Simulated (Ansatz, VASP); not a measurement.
Two plane-wave programs on Sn

The input INCAR:

```
SYSTEM = Sn
ALGO = Normal
EDIFF = 1E-8
ENCUT = 520
GGA = CA
ISIF = 2
ISMEAR = -1
LASPH = .TRUE.
LCHARG = .FALSE.
LEFG = .TRUE.
LREAL = .FALSE.
LWAVE = .FALSE.
NBANDS = 13
NELM = 60
PREC = Accurate
SIGMA = 0.08
```

Contents of KPOINTS:

```
k-points
0
G
  13 13 13
  0 0 0
```

The input POSCAR:

```
Sn
1.0
   -1.7243895975      1.9929974191      2.1492112800
    1.7243895975     -1.9929974191      2.1492112800
    1.7243895975      1.9929974191     -2.1492112800
Sn
1
Direct
    0.0000000000      0.0000000000      0.0000000000
```

Input for Ansatz:

```yaml
crystal:
  lattice:
    - [-1.7243895975, 1.9929974191, 2.14921128]
    - [1.7243895975, -1.9929974191, 2.14921128]
    - [1.7243895975, 1.9929974191, -2.14921128]
  atoms:
    - { symbol: Sn, position: [0.0, 0.0, 0.0] }
kpoints:
  mp_grid: { grid: [13, 13, 13] }
scf:
  occupations: { method: fermi_dirac, width: 0.08 }
hamiltonian:
  xc: lda
  pseudopotentials: { kind: paw }
output:
  forces: true
  stress: true
  eigenvalues: true
  efg: { contact_densities: true }
  write_density: true
  write_potential: true
  elf: true
  volumetric_format: npy
```

Change from the starting cell: volume scaled by 1.06, PAW files.

Alike in both runs: task electric field gradients; functional LDA; k mesh 13 × 13 × 13; occupations fermi-dirac, width 0.08 eV; no spin polarisation.

|  | VASP | Ansatz |
| --- | --- | --- |
| version | VASP 6.6.1 | Ansatz 0.2.0 |
| potentials or method | VASP PAW LDA potentials, release 64 (Sn_d) | PAW with Ansatz's default frozen-core files, scalar-relativistic |
| plane-wave cutoff (eV) | 520 | 420 |
| valence electrons in the cell | 14 | 14 |

Ansatz gave:

| Item | Value |
| --- | --- |
| pressure (GPa) | -5.8 |
| traceless stress, the component that is largest in VASP (GPa) | 0.28 |
| size of Vzz on the site where it differs most (V/Å²) | 8.4 |

Q: Which values does VASP return?

A: Pressure (GPa): -5.9; traceless stress, the component that is largest in VASP (GPa): 0.28; size of Vzz on the site where it differs most (V/Å²): 8.2.

LDA's correlation is that of Perdew and Zunger in VASP and of Perdew and Wang (1992) in Ansatz.
